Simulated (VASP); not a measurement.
Input of a VASP 6.6.1 run:

The input INCAR:

```
ALGO = Normal
EDIFF = 1E-6
ENCUT = 520
GGA = PS
ISIF = 2
ISMEAR = 1
LASPH = True
LCHARG = True
LELF = True
LREAL = False
LVHAR = True
LWAVE = False
NBANDS = 13
NELM = 100
PREC = Accurate
SIGMA = 0.1
```

File KPOINTS:

```
k-points
0
Gamma
  11 11 10
```

File POSCAR:

```
Mo
1.0
    2.7355100000      0.0000000000      0.0000000000
   -1.3677550000      2.3690210000      0.0000000000
    0.0000000000      0.0000000000      2.5551810000
Mo
1
Direct
    0.0000000000      0.0000000000      0.5000000000
```

Potentials or basis: VASP PAW PBE potentials, release 64 (Mo_sv).

Launch:

```console
$ cat potpaw_PBE.64/Mo_sv/POTCAR > POTCAR
$ mpirun -np 1 vasp_std > vasp.out
```

What does it give for the band gap on the k mesh?

Zero (band 7 reaches 12.28 eV, above the bottom of band 8 at 10.52 eV).

What does it give for the pressure?

-3.8 GPa.

Stress tensor (GPa, compression positive):
```
  0.70   0.00   0.00
  0.00   0.70   0.00
  0.00   0.00 -12.72
```

Caveat: the PAW data sets were made with another functional, which shifts forces and pressure a little.
